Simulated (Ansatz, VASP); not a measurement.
**C: VASP beside Ansatz**

```
CELL_PARAMETERS angstrom
0.00000 2.13603 4.29678
1.23324 0.00000 4.29678
1.23324 2.13603 0.00000
ATOMIC_POSITIONS crystal
C 0.16667 0.83333 0.16667
C 0.83333 0.16667 0.83333
```

Alike in both runs: functional PBE; k mesh 14 × 14 × 14; occupations gaussian, width 0.02 eV; no spin polarisation.

Ansatz relaxed the structure, and its values are those at the end. VASP's run is a single point on that final structure, the one shown.

|  | VASP | Ansatz |
| --- | --- | --- |
| version | VASP 6.6.1 | Ansatz 0.2.0 |
| potentials or method | VASP PAW PBE potentials, release 64 (C), cutoff 520 eV | scalar-relativistic, plane waves, PAW |
| valence electrons in the cell | 8 | 8 |

```tsv
	VASP	Ansatz	Ansatz less VASP
gap on the k mesh at the Fermi level (eV)	1.03	1.04	+0.001
least direct gap on the mesh (eV)	1.09	1.09	+0.001
pressure (GPa)	0.4	0.0	-0.35
```
